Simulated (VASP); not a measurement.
Wanted: the native input for a VASP 6.6.1 run.

- Task: single point
- Functional: PBE
- Potentials or basis: VASP PAW PBE potentials, release 64 (W_sv, Au, N)
- Cutoff: 600 eV
- k mesh: 5 × 5 × 1
- Occupations: gaussian, width 0.15 eV
- Spin: no spin polarisation
- Dipole correction: no
- Further INCAR settings: ALGO = Normal; EDIFF = 1e-06; NBANDS = 36

The structure of W2AuN3 lies in POSCAR:

```
W2AuN3
1.0
    2.9825218680      0.0000000000      0.0000000000
   -1.4912609340      2.5829397051      0.0000000000
    0.0000000000      0.0000000000     10.1767631744
W Au N
2 1 3
Direct
    0.3333333333      0.6666666667      0.7465265790
    0.6666666667      0.3333333333      0.2861785316
    0.3333333333      0.6666666667      0.0706403075
    0.6666666667      0.3333333333      0.8704127603
    0.6666666667      0.3333333333      0.6428789164
    0.3333333333      0.6666666667      0.3833619251
```

The input as run:

INCAR

```
SYSTEM = W2AuN3
PREC = Accurate ; ENCUT = 600
EDIFF = 1E-6 ; ISMEAR = 0
SIGMA = 0.15 ; LREAL = .FALSE.
LASPH = .TRUE. ; NELM = 120
ALGO = Normal ; ISIF = 2
LWAVE = .FALSE. ; LCHARG = .TRUE.
GGA = PE ; LELF = .TRUE.
LVHAR = .TRUE. ; NBANDS = 36
GGA_COMPAT = .FALSE.
```

KPOINTS

```
regular mesh
0
G
  5 5 1
  0 0 0
```

Potentials or basis: VASP PAW PBE potentials, release 64 (W_sv, Au, N).

Launch:

```sh
$ cat potpaw_PBE.64/W_sv/POTCAR potpaw_PBE.64/Au/POTCAR potpaw_PBE.64/N/POTCAR > POTCAR
$ mpirun -np 1 vasp_std > vasp.out
```

It gave:

The pressure is 1.1 GPa and the largest force is 0.149 eV/Å. The band gap on the k mesh is zero (band 27 reaches 8.05 eV, above the bottom of band 28 at 7.46 eV).

Caveat: the k points lie up to 0.62 Å⁻¹ apart; spin-orbit coupling is left out, which moves the levels of the heavy elements.

It took 58 s on 1 thread of Intel Xeon 8259CL, with other jobs on the host, peak memory 0.21 GiB.
